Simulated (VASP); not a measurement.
**Be: relaxation of shape and atoms at fixed volume with PBE**

The system is Be.

```
Be
1.0
     3.36881    0.00000    0.00000
    -1.68441    2.91748    0.00000
     0.00000    0.00000    2.06806
Be
3
Direct
  0.00000 0.00000 0.00000
  0.33333 0.66667 0.50000
  0.66667 0.33333 0.50000
```

This isn't the form of Be at room conditions, which is hcp.

```yaml
Program: VASP 6.6.1
Task: relaxation of shape and atoms at fixed volume
Functional: PBE
Potentials_or_basis: VASP PAW PBE potentials, release 64 (Be)
Cutoff: 600 eV
k_mesh: 10 × 10 × 14
Occupations: fermi-dirac, width 0.08 eV
Spin: no spin polarisation
Dipole_correction: no
Further_INCAR_settings: ALGO = Normal; EDIFF = 1e-06; IBRION = 2; EDIFFG = -0.005; NSW = 50; ISIF = 4
```

| Item | Value |
| --- | --- |
| Energy gained by relaxing | 1.6 meV/atom |
| Ionic steps | 3 |
| Pressure after relaxing | 26.6 GPa |
| Band gap on the k mesh | zero (bands 3 and 4 overlap by 5.72 eV) |

The path:
```
step  energy change (eV)  largest force (eV/Å)  pressure (GPa)  volume (Å³)
   1              0.0000                0.0000           27.10        20.33
   2             -0.0049                0.0000           26.67        20.33
   3             -0.0049                0.0000           26.64        20.33
```

Final structure:
```
Be
1.0
     3.38652    0.00000    0.00000
    -1.69326    2.93281    0.00000
     0.00000    0.00000    2.04649
Be
3
Direct
  0.00000 0.00000 0.00000
  0.33333 0.66667 0.50000
  0.66667 0.33333 0.50000
```

Levels at points of the mesh, in eV from the Fermi level:
```
           k point  band 1  band 2  band 3  band 4  band 5  band 6  band 7
(0.00, 0.00, 0.00)  -13.08   -1.77   -1.77   -1.53   -1.53    6.45    6.78
(0.50, 0.00, 0.00)  -10.06   -9.99   -5.90    0.81   10.53   10.89   12.69
(0.00, 0.00, 0.50)   -7.36   -6.13    4.18    4.18    4.55    6.55    6.55
(0.50, 0.00, 0.50)   -5.14   -5.07   -2.15   -0.16    1.44    4.07    6.69
```

Run time: 35 s on 1 thread of Intel Xeon 8259CL, on a shared host, peak memory 0.14 GiB.
